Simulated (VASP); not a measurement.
Crystal: BaSrAl4.

```
Ba Sr Al
1.0
     0.00000    4.10581    4.10581
     4.10581    0.00000    4.10581
     4.10581    4.10581    0.00000
Ba Sr Al
1 1 4
Direct
  0.75000 0.75000 0.75000
  0.00000 0.00000 0.00000
  0.87470 0.37510 0.37510
  0.37510 0.37510 0.37510
  0.37510 0.87470 0.37510
  0.37510 0.37510 0.87470
```

```yaml
Program: VASP 6.6.1
Task: relaxation of cell and atoms
Functional: PBE
Potentials_or_basis: VASP PAW PBE potentials, release 64 (Ba_sv, Sr_sv, Al)
Cutoff: 600 eV
k_mesh: 8 × 8 × 8
Occupations: gaussian, width 0.1 eV
Spin: no spin polarisation
```

At the start: pressure 3.9 GPa; volume 23.07 Å³/atom.

Question: How do energy, volume and symmetry change on relaxing?

Answer: Over 3 steps the energy falls by 20.7 meV/atom and the volume is 24.88 Å³/atom (+7.8 %); space group F-43m (No. 216, to 0.05 Å).

Step by step:
| step | energy change (eV) | largest force (eV/Å) | pressure (GPa) | volume (Å³) |
| --- | --- | --- | --- | --- |
| 1 | 0.0000 | 0.0179 | 3.92 | 138.43 |
| 2 | -0.1239 | 0.0070 | -0.22 | 150.05 |
| 3 | -0.1245 | 0.0075 | 0.01 | 149.27 |

Final structure:
```cif
data_structure
_symmetry_space_group_name_H-M 'P 1'
_symmetry_Int_Tables_number 1
_cell_length_a 5.9542
_cell_length_b 5.9542
_cell_length_c 5.9542
_cell_angle_alpha 60.000
_cell_angle_beta 60.000
_cell_angle_gamma 60.000
_cell_volume 149.27
loop_
_atom_site_label
_atom_site_type_symbol
_atom_site_fract_x
_atom_site_fract_y
_atom_site_fract_z
_atom_site_occupancy
Ba1 Ba 0.75000 0.75000 0.75000 1
Sr1 Sr 0.00000 0.00000 0.00000 1
Al1 Al 0.87487 0.37504 0.37504 1
Al2 Al 0.37504 0.37504 0.37504 1
Al3 Al 0.37504 0.87487 0.37504 1
Al4 Al 0.37504 0.37504 0.87487 1
```
